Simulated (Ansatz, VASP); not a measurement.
## KCl in VASP and in Ansatz

The input POSCAR:

```
KCl
1.0
    0.0000000000      3.5072828324      3.5072828324
    3.5072828324      0.0000000000      3.5072828324
    3.5072828324      3.5072828324      0.0000000000
K Cl
1 1
Direct
    0.0000000000      0.0000000000      0.0000000000
    0.2500000000      0.2500000000      0.2500000000
```

INCAR.step1

```
PREC     = Accurate       # precision mode
ENCUT    = 520            # plane-wave cutoff, eV
EDIFF    = 1E-5           # SCF threshold, eV
ISMEAR   = 0              # smearing method
SIGMA    = 0.01           # smearing width, eV
LREAL    = False          # projectors in reciprocal space
LASPH    = True           # aspherical terms in the spheres
NELM     = 100            # most SCF steps
ALGO     = Normal         # electronic algorithm
ISIF     = 2              # what is computed and relaxed
LWAVE    = True           # write WAVECAR
LCHARG   = False          # write CHGCAR
NBANDS   = 15             # bands
GGA      = PE             # functional
```

Contents of INCAR.step2:

```
PREC     = Accurate       # precision mode
ENCUT    = 520            # plane-wave cutoff, eV
EDIFF    = 1E-6           # SCF threshold, eV
ISMEAR   = 0              # smearing method
SIGMA    = 0.01           # smearing width, eV
LREAL    = False          # projectors in reciprocal space
LASPH    = True           # aspherical terms in the spheres
NELM     = 100            # most SCF steps
ALGO     = Normal         # electronic algorithm
ISIF     = 2              # what is computed and relaxed
LWAVE    = False          # write WAVECAR
LCHARG   = False          # write CHGCAR
GGA      = PE             # functional
LHFCALC  = True           # exact exchange
AEXX     = 0.5            # exact-exchange fraction
HFSCREEN = 0.5            # screening, 1/A
PRECFOCK = Normal       
NBANDS   = 15             # bands
ISTART   = 1
```

KPOINTS

```
Automatic mesh
0
Gamma
  4 4 4
```

Input for Ansatz:

```yaml
crystal:
  lattice:
    - [0.0, 3.5072828324, 3.5072828324]
    - [3.5072828324, 0.0, 3.5072828324]
    - [3.5072828324, 3.5072828324, 0.0]
  atoms:
    - { symbol: K, position: [0.0, 0.0, 0.0] }
    - { symbol: Cl, position: [0.25, 0.25, 0.25] }
kpoints:
  mp_grid: { grid: [4, 4, 4] }
hamiltonian:
  xc: { exchange: pbe, correlation: pbe, exx: { coeff: 0.5, omega: 0.5 } }
scf:
  occupations: { method: fixed }
  n_extra_bands: 4
output:
  forces: true
  stress: true
  eigenvalues: true
```

Alike in both runs: task single point; functional PBE-based screened hybrid with a share of 0.5 of exact exchange and HFSCREEN = 0.5; k mesh 4 × 4 × 4; no spin polarisation.

|  | VASP | Ansatz |
| --- | --- | --- |
| version | VASP 6.6.1 | Ansatz 0.2.0 |
| potentials or method | VASP PAW PBE potentials, release 64 (K_sv, Cl) | plane waves |
| plane-wave cutoff (eV) | 520 | 420 |
| occupations | gaussian, width 0.01 eV | fixed |
| valence electrons in the cell | 16 | 16 |

|  | VASP | Ansatz | Ansatz less VASP |
| --- | --- | --- | --- |
| gap on the k mesh at the Fermi level (eV) | 6.06 | 6.06 | +0.004 |
| pressure (GPa) | 0.0 | 0.0 | -0.02 |

VASP's potentials were made for PBE, not for PBE-based screened hybrid. Ansatz's warnings: stress exchange threshold loose, stress scf threshold loose.
